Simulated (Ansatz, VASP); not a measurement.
KBr in VASP and in Ansatz

```
K Br
1.0
     0.00000    3.83583    3.83583
     3.83583    0.00000    3.83583
     3.83583    3.83583    0.00000
K Br
1 1
Direct
  0.00000 0.00000 0.00000
  0.25000 0.25000 0.25000
```

Change from the starting cell: hydrostatic strain +4.0%.

Alike in both runs: task single point; functional HSE06; k mesh 4 × 4 × 4; no spin polarisation.

|  | VASP | Ansatz |
| --- | --- | --- |
| version | VASP 6.6.1 | Ansatz 0.2.0 |
| potentials or method | VASP PAW PBE potentials, release 64 (K_sv, Br) | plane waves, PAW |
| plane-wave cutoff (eV) | 520 | 420 |
| occupations | gaussian, width 0.01 eV | fixed |
| valence electrons in the cell | 16 | 16 |

```csv
,VASP,Ansatz,Ansatz less VASP
gap on the k mesh at the Fermi level (eV),5.17,5.17,0.000
pressure (GPa),-0.8,-0.8,0.00
```

Ansatz's warnings: stress exchange threshold loose, stress scf threshold loose.
